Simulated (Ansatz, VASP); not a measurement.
## One calculation of SrCaTe2, two programs

The input INCAR:

```
PREC = Accurate
ENCUT = 520
EDIFF = 1E-6
ISMEAR = 0
SIGMA = 0.01
LREAL = False
LASPH = True
NELM = 60
ALGO = Normal
ISIF = 2
LWAVE = False
LCHARG = False
GGA = PE
NBANDS = 24
```

File KPOINTS:

```
regular mesh
0
Gamma
  6 6 6
```

The input POSCAR:

```
SrCaTe2
1.0
    2.3409303198      1.3515367503      7.6458289046
   -2.3409303198      1.3515367503      7.6458289046
    0.0000000000     -2.7030735005      7.6458289046
Ca Sr Te
1 1 2
Direct
    1.0000000000      0.0000000000      0.0000000000
    0.5000000000      0.5000000000      0.5000000000
    0.2542939536      0.2542939536      0.2542939536
    0.7457060464      0.7457060464      0.7457060464
```

Input for Ansatz:

```yaml
crystal:
  lattice:
    - [2.3409303198, 1.3515367503, 7.6458289046]
    - [-2.3409303198, 1.3515367503, 7.6458289046]
    - [0.0, -2.7030735005, 7.6458289046]
  atoms:
    - { symbol: Ca, position: [1.0, 0.0, 0.0] }
    - { symbol: Sr, position: [0.5, 0.5, 0.5] }
    - { symbol: Te, position: [0.2542939536, 0.2542939536, 0.2542939536] }
    - { symbol: Te, position: [0.7457060464, 0.7457060464, 0.7457060464] }
kpoints:
  mp_grid: { grid: [6, 6, 6] }
hamiltonian:
  xc: pbe
scf:
  occupations: { method: fixed }
  n_extra_bands: 5
output:
  forces: true
  stress: true
  eigenvalues: true
```

Alike in both runs: task single point; functional PBE; k mesh 6 × 6 × 6; no spin polarisation.

|  | VASP | Ansatz |
| --- | --- | --- |
| version | VASP 6.6.1 | Ansatz 0.2.0 |
| potentials or method | VASP PAW PBE potentials, release 64 (Ca_sv, Sr_sv, Te) | plane waves, PAW |
| plane-wave cutoff (eV) | 520 | 420 |
| occupations | gaussian, width 0.01 eV | fixed |
| valence electrons in the cell | 32 | 52 |

|  | VASP | Ansatz | Ansatz less VASP |
| --- | --- | --- | --- |
| gap on the k mesh at the Fermi level (eV) | 1.71 | 1.73 | +0.017 |
| pressure (GPa) | -0.9 | -1.0 | -0.08 |

VASP's potentials hold 32 valence electrons a cell and Ansatz's 52, so a difference there can come from the potentials and not from the codes.

Spin-orbit coupling is off throughout.
